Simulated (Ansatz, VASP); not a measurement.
# Two plane-wave programs on Pb

Contents of INCAR:

```
  PREC = Accurate
  ENCUT = 520
  EDIFF = 1E-7
  ISMEAR = 0
  SIGMA = 0.15
  LREAL = F
  LASPH = T
  NELM = 60
  ALGO = Fast
  ISIF = 2
  LWAVE = F
  LCHARG = F
  GGA = PE
  NBANDS = 13
```

KPOINTS

```
regular mesh
0
Gamma
  16 16 16
```

Contents of POSCAR:

```
Pb
1.0
    0.0000000000      2.5685920000      2.2722160000
    2.5685920000      0.0000000000      2.2722160000
    2.5685920000      2.5685920000      0.0000000000
Pb
1
Direct
    0.0000000000      0.0000000000      0.0000000000
```

Input for Ansatz:

```yaml
crystal:
  lattice:
    - [0.0, 2.568592, 2.272216]
    - [2.568592, 0.0, 2.272216]
    - [2.568592, 2.568592, 0.0]
  atoms:
    - { symbol: Pb, position: [0.0, 0.0, 0.0] }
basis:
  ecutwfc: 420
kpoints:
  mp_grid: { grid: [16, 16, 16] }
hamiltonian:
  xc: pbe
scf:
  occupations: { method: gaussian, width: 0.15 }
output:
  forces: true
  stress: true
  eigenvalues: true
```

Change from the starting cell: strain +0.040 along x and y, -0.080 along z, atoms carried along.

Alike in both runs: task single point; functional PBE; k mesh 16 × 16 × 16; occupations gaussian, width 0.15 eV; no spin polarisation.

|  | VASP | Ansatz |
| --- | --- | --- |
| version | VASP 6.6.1 | Ansatz 0.2.0 |
| potentials or method | VASP PAW PBE potentials, release 64 (Pb_d), cutoff 520 eV | scalar-relativistic, plane waves, PAW |
| valence electrons in the cell | 14 | 14 |

Ansatz gave:

- gap on the k mesh at the Fermi level (eV): none
- pressure (GPa): 3.0
- traceless stress, the component that is largest in VASP (GPa): 0.62

Question: Which values does VASP return?

Answer: gap on the k mesh at the Fermi level (eV): none; pressure (GPa): 2.9; traceless stress, the component that is largest in VASP (GPa): 0.62.

A gap of «none» marks a metal or a gap that the smearing closes.

Spin-orbit coupling is off throughout.
